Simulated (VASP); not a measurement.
**LiCaF3: single point with PBE**

Crystal: LiCaF3.

```
Ca Li F
1.0
     3.78542    0.00000    0.00000
     0.00000    3.78542    0.00000
     0.00000    0.00000    3.78542
Ca Li F
1 1 3
Direct
  0.00000 0.00000 0.00000
  0.50000 0.50000 0.50000
  0.50000 0.50000 0.00000
  0.00000 0.50000 0.50000
  0.50000 0.00000 0.50000
```

| Quantity | Value |
| --- | --- |
| Program | VASP 6.6.1 |
| Task | single point |
| Functional | PBE |
| Potentials or basis | VASP PAW PBE potentials, release 64 (Ca_sv, Li_sv, F) |
| Cutoff | 750 eV |
| k mesh | 5 × 5 × 5 |
| Occupations | methfessel-paxton, width 0.02 eV |
| Spin | no spin polarisation |
| Dipole correction | no |
| Further INCAR settings | ALGO = Normal; EDIFF = 1e-06; NBANDS = 25 |

| Quantity | Value |
| --- | --- |
| Pressure | -1.7 GPa |
| Band gap on the k mesh | 6.52 eV, indirect (least direct gap 6.55 eV) |

Levels at points of the mesh, in eV from the valence-band top:
| k point | band 13 | band 14 | band 15 | band 16 | band 17 | band 18 | band 19 | band 20 | band 21 | band 22 |
| --- | --- | --- | --- | --- | --- | --- | --- | --- | --- | --- |
| (0.00, 0.00, 0.00) | -0.71 | -0.71 | -0.03 | -0.03 | -0.03 | 6.52 | 6.52 | 6.79 | 8.08 | 8.08 |

Wall time 37 s on 1 thread of Intel Xeon 8259CL, on a shared host, peak memory 0.21 GiB.

A k mesh can miss the band edges. As with any semilocal functional, this PBE gap is likely too small.
